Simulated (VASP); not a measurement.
SnTe, 2 atoms in the cell. Symmetry: Fm-3m, No. 225, cubic system. The conventional cell has a = 6.332 Å, b = 6.332 Å, c = 6.332 Å, α = 90.00°, β = 90.00°, γ = 90.00°. Sn (site symmetry m-3m) has 6 Te at 3.17 Å within 4.2 Å. Te (site symmetry m-3m) has 6 Sn at 3.17 Å within 4.2 Å. 

* Program: VASP 6.6.1
* Task: single point
* Functional: r2SCAN
* Dispersion: rVV10
* Potentials or basis: VASP PAW PBE potentials, release 64 (Sn_d, Te)
* Cutoff: 520 eV
* k mesh: 5 × 5 × 5
* Occupations: fermi-dirac, width 0.05 eV
* Spin: no spin polarisation
* Dipole correction: no
* Further INCAR settings: ALGO = Normal; EDIFF = 1e-06; NBANDS = 17

Potentials or basis: VASP PAW PBE potentials, release 64 (Sn_d, Te).

Run with:

```sh
$ cat potpaw_PBE.64/Sn_d/POTCAR potpaw_PBE.64/Te/POTCAR > POTCAR
$ cp INCAR.step1 INCAR
$ mpirun -np 1 vasp_std > vasp.out
$ cp INCAR.step2 INCAR
$ mpirun -np 1 vasp_std > vasp.out
```

Hardware: 1 thread of AMD EPYC 7R43 64-Core Processor (Zen 3), on a shared host.

Task: How long does it take, and how much memory?

Result: Run time: 95 s on 1 thread of AMD EPYC 7R43 64-Core Processor (Zen 3) (shared host), peak memory 0.36 GiB. Counts: k points 10.
